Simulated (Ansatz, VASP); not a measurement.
**Si in VASP and in Ansatz**

```
Si
1.0
     0.00000    5.43000    5.43000
     5.43000    0.00000    5.43000
     5.43000    5.43000    0.00000
Si
17
Direct
  0.00043 0.00034 0.00052
  0.12507 0.12519 0.12490
  0.00040 0.00032 0.49877
  0.12197 0.12154 0.62826
  0.00028 0.49909 0.00031
  0.12169 0.62809 0.12220
  0.99314 0.50202 0.50240
  0.12162 0.62808 0.62803
  0.49896 0.00027 0.00038
  0.62816 0.12141 0.12234
  0.50242 0.99225 0.50264
  0.62813 0.12135 0.62808
  0.50190 0.50174 0.99430
  0.62807 0.62807 0.12185
  0.50179 0.50164 0.50191
  0.62458 0.62377 0.62565
  0.37461 0.37381 0.37563
```

Alike in both runs: functional PBE; k mesh 2 × 2 × 2; occupations gaussian, width 0.05 eV; no spin polarisation.

Ansatz relaxed the structure, and its values are those at the end. VASP's run is a single point on that final structure, the one shown.

```csv
,VASP,Ansatz
version,VASP 6.6.1,Ansatz 0.2.0
potentials or method,"VASP PAW PBE potentials, release 64 (Si), cutoff 520 eV","scalar-relativistic, plane waves, PAW"
valence electrons in the cell,68,68
```

|  | VASP | Ansatz | Ansatz less VASP |
| --- | --- | --- | --- |
| rms of the force components (eV/Å) | 0.011 | 0.012 | +0.0004 |

The functional is the same, so the differences come from potentials, cutoffs and numerics.

The k mesh is coarse, so the values compare programs but aren't converged.
